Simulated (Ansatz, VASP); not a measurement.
# Two plane-wave programs on TiO2

File INCAR:

```
ALGO     = Normal         # electronic algorithm
EDIFF    = 1E-6           # SCF threshold, eV
ENCUT    = 520            # plane-wave cutoff, eV
GGA      = PE             # functional
ISIF     = 2              # what is computed and relaxed
ISMEAR   = 0              # smearing method
LASPH    = True           # aspherical terms in the spheres
LCHARG   = False          # write CHGCAR
LREAL    = False          # projectors in reciprocal space
LWAVE    = False          # write WAVECAR
NBANDS   = 60             # bands
NELM     = 100            # most SCF steps
PREC     = Accurate       # precision mode
SIGMA    = 0.015          # smearing width, eV
```

KPOINTS

```
k-points
0
Gamma
  8 8 8
```

The input POSCAR:

```
TiO2
1.0
   -4.3507577183      4.3507577183      1.8875555959
    4.3507577183     -4.3507577183      1.8875555959
    4.3507577183      4.3507577183     -1.8875555959
Ti O
4 8
Direct
    0.2922817050      0.9971447550      0.2894264600
    0.0028552450      0.2922817050      0.2951369500
    0.9971447550      0.7077182950      0.7048630500
    0.7077182950      0.0028552450      0.7105735400
    0.4988638250      0.8492152850      0.3480791100
    0.1616620200      0.1596026000      0.3212646200
    0.1507847150      0.4988638250      0.6496485400
    0.1596026000      0.8383379800      0.9979405800
    0.8403974000      0.1616620200      0.0020594200
    0.8492152850      0.5011361750      0.3503514600
    0.8383379800      0.8403974000      0.6787353800
    0.5011361750      0.1507847150      0.6519208900
```

Contents of input.yaml:

```yaml
crystal:
  lattice:
    - [-4.3507577183, 4.3507577183, 1.8875555959]
    - [4.3507577183, -4.3507577183, 1.8875555959]
    - [4.3507577183, 4.3507577183, -1.8875555959]
  atoms:
    - { symbol: Ti, position: [0.292281705, 0.997144755, 0.28942646] }
    - { symbol: Ti, position: [0.002855245, 0.292281705, 0.29513695] }
    - { symbol: Ti, position: [0.997144755, 0.707718295, 0.70486305] }
    - { symbol: Ti, position: [0.707718295, 0.002855245, 0.71057354] }
    - { symbol: O, position: [0.498863825, 0.849215285, 0.34807911] }
    - { symbol: O, position: [0.16166202, 0.1596026, 0.32126462] }
    - { symbol: O, position: [0.150784715, 0.498863825, 0.64964854] }
    - { symbol: O, position: [0.1596026, 0.83833798, 0.99794058] }
    - { symbol: O, position: [0.8403974, 0.16166202, 0.00205942] }
    - { symbol: O, position: [0.849215285, 0.501136175, 0.35035146] }
    - { symbol: O, position: [0.83833798, 0.8403974, 0.67873538] }
    - { symbol: O, position: [0.501136175, 0.150784715, 0.65192089] }
hamiltonian:
  xc: pbe
  pseudopotentials: { kind: paw }
kpoints:
  mp_grid: { grid: [8, 8, 8] }
scf:
  occupations: { method: gaussian, width: 0.015 }
output:
  forces: true
  stress: true
  eigenvalues: true
```

Alike in both runs: task single point; functional PBE; k mesh 8 × 8 × 8; occupations gaussian, width 0.015 eV; no spin polarisation.

```csv
,VASP,Ansatz
version,VASP 6.6.1,Ansatz 0.2.0
potentials or method,"VASP PAW PBE potentials, release 64 (Ti_sv, O)",Ansatz PAW
plane-wave cutoff (eV),520,420
valence electrons in the cell,96,96
```

```csv
,VASP,Ansatz,Ansatz less VASP
gap on the k mesh at the Fermi level (eV),1.62,1.64,+0.020
least direct gap on the mesh (eV),2.31,2.33,+0.019
pressure (GPa),3.8,3.2,-0.63
"traceless stress, the component that is largest in VASP (GPa)",0.13,0.24,+0.115
rms of the force components (eV/Å),0.049,0.074,+0.0246
```

Atom by atom the forces differ by 0.028 eV/Å (rms over components). The functional is the same, so the differences come from potentials, cutoffs and numerics.
